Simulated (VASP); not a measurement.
Here is a VASP 6.6.1 calculation.

File INCAR:

```
SYSTEM = Hf5C3
ALGO = Fast
EDIFF = 1E-7
EDIFFG = -0.01
ENCUT = 600
GGA = PE
IBRION = 2
ISIF = 3
ISMEAR = 0
LASPH = .TRUE.
LCHARG = .FALSE.
LREAL = .FALSE.
LWAVE = .FALSE.
NELM = 100
NSW = 100
PREC = Accurate
SIGMA = 0.1
```

Contents of KPOINTS:

```
k-points
0
G
  8 8 6
  0 0 0
```

POSCAR

```
Hf5C3
1.0
    5.1835720920     -2.3033727269      0.0000000000
    5.1835720920      2.3033727269      0.0000000000
   -5.0494176549      0.0000000000      5.2317202705
Hf C
5 3
Direct
    0.2823123809      0.2823123809      0.3828453738
    0.0909813479      0.0909813479      0.7839737278
    0.9090186521      0.9090186521      0.2160262722
    0.7176876191      0.7176876191      0.6171546262
    0.5000000000      0.5000000000      0.0000000000
    0.1974109571      0.1974109571      0.5985541739
    0.0000000000      0.0000000000      0.0000000000
    0.8025890429      0.8025890429      0.4014458261
```

Potentials or basis: VASP PAW PBE potentials, release 64 (Hf_pv, C).

Launch:

```console
$ cat potpaw_PBE.64/Hf_pv/POTCAR potpaw_PBE.64/C/POTCAR > POTCAR
$ mpirun -np 1 vasp_std > vasp.out
```

(1) Predict the band gap on the k mesh.

(2) Estimate the relaxed cell.

(3) What does it give for the space group after relaxing (to 0.1 Å)?

Results:

(1) zero (bands 31 and 32 overlap by 1.28 eV).

(2) a = 5.657 Å, b = 5.657 Å, c = 7.256 Å, α = 129.29°, β = 129.29°, γ = 48.04°.

(3) C2/m (No. 12).

Caveat: the cell differs from its parent crystal (atoms taken out); spin-orbit coupling is left out, which moves the levels of the heavy elements.
